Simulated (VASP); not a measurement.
# NbSi (wurtzite type): density of states with PBE

NbSi (wurtzite type):

```xyz
4
Lattice="4.4077 0.0000 0.0000 -2.2038 3.8172 0.0000 0.0000 0.0000 4.9988" Properties=species:S:1:pos:R:3 pbc="T T T"
Nb    0.0000    2.5448   -0.3099
Nb    2.2038    1.2724    2.1895
Si    0.0000    2.5448    2.1895
Si    2.2038    1.2724    4.6889
```

```yaml
Program: VASP 6.6.1
Task: density of states
Functional: PBE
Potentials_or_basis: VASP PAW PBE potentials, release 64 (Nb_sv, Si)
Cutoff: 520 eV
k_mesh: 10 × 10 × 6
Occupations: fermi-dirac, width 0.03 eV
Spin: no spin polarisation
Dipole_correction: no
k_mesh_for_the_DOS: 15 × 15 × 9
Occupations_for_the_DOS: tetrahedron
Further_INCAR_settings: ALGO = Normal; EDIFF = 1e-06
```

```json
{"Valence electrons inside the program's atomic spheres": "Nb 10.69; Si 1.76"}
```

Levels at points of the mesh, in eV from the Fermi level:
```tsv
k point	band 15	band 16	band 17	band 18	band 19	band 20
(0.00, 0.00, 0.00)	-2.05	-1.01	-1.01	-0.17	1.48	1.48
```

Wall time 3.4 min on 1 thread of Intel(R) Xeon(R) Platinum 8488C (Sapphire Rapids), with other jobs on the host, peak memory 0.36 GiB.
